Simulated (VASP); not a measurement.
Runs of VASP 6.6.1 on CdS (Greenockite). Symmetry: P6_3mc, No. 186, hexagonal system. The conventional cell has a = 4.150 Å, b = 4.150 Å, c = 6.737 Å, α = 90.00°, β = 90.00°, γ = 120.00°. Cd (site symmetry 3m) has 4 S at 2.53 to 2.54 Å within 3.3 Å. Within 3.3 Å of S (site symmetry 3m) lie 4 Cd at 2.53 to 2.54 Å. 

```tsv
k mesh	gap on the mesh (eV)	pressure (GPa)	largest force (eV/Å)
3 × 3 × 2	(a)	2.7	0.02
12 × 12 × 4	1.20	2.4	0.07
6 × 6 × 2	1.20	2.4	0.07
3 × 3 × 1	1.19	2.2	(b)
```

Alike in all rows: task single point; level PBE; potentials or basis VASP PAW PBE potentials, release 64 (Cd, S); no spin polarisation; cell as given; cutoff (eV) 500; smearing gaussian 0.01 eV.

Problem. Estimate the missing entries.

Solution. (a) 1.18; (b) 0.16.

Caveats: some runs use coarse meshes.

A k mesh can miss the band edges, and the runs leave out spin-orbit coupling on Cd.
